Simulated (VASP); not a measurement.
## KF: single point with PBE

Crystal: KF.

```
K F
1.0
     3.17887    0.00000    0.00000
     0.00000    3.17887    0.00000
     0.00000    0.00000    3.17887
K F
1 1
Direct
  0.00000 0.00000 0.00000
  0.50000 0.50000 0.50000
```

```yaml
Program: VASP 6.6.1
Task: single point
Functional: PBE
Potentials_or_basis: VASP PAW PBE potentials, release 64 (K_sv, F)
Cutoff: 520 eV
k_mesh: 6 × 6 × 6
Occupations: gaussian, width 0.01 eV
Spin: no spin polarisation
```

The pressure is 3.0 GPa. The band gap on the k mesh is 6.80 eV, indirect (least direct gap 6.83 eV).

Levels at points of the mesh, in eV from the valence-band top:
| k point | band 5 | band 6 | band 7 | band 8 | band 9 | band 10 | band 11 | band 12 |
| --- | --- | --- | --- | --- | --- | --- | --- | --- |
| (0.00, 0.00, 0.00) | -9.79 | -0.04 | -0.04 | -0.04 | 6.80 | 8.37 | 8.37 | 14.28 |
| (0.50, 0.00, 0.00) | -9.65 | -1.33 | -0.19 | -0.19 | 9.44 | 9.85 | 11.62 | 12.81 |
| (0.50, 0.50, 0.00) | -9.55 | -0.63 | -0.63 | 0.00 | 8.67 | 9.24 | 12.17 | 12.17 |
| (0.50, 0.50, 0.50) | -10.47 | -1.17 | -1.17 | -1.17 | 10.78 | 10.78 | 10.78 | 16.07 |

Run time: 9.6 s on 1 thread of AMD EPYC 7R13 Processor (Zen 3), with other jobs on the host, peak memory 0.11 GiB.

A k mesh can miss the band edges.
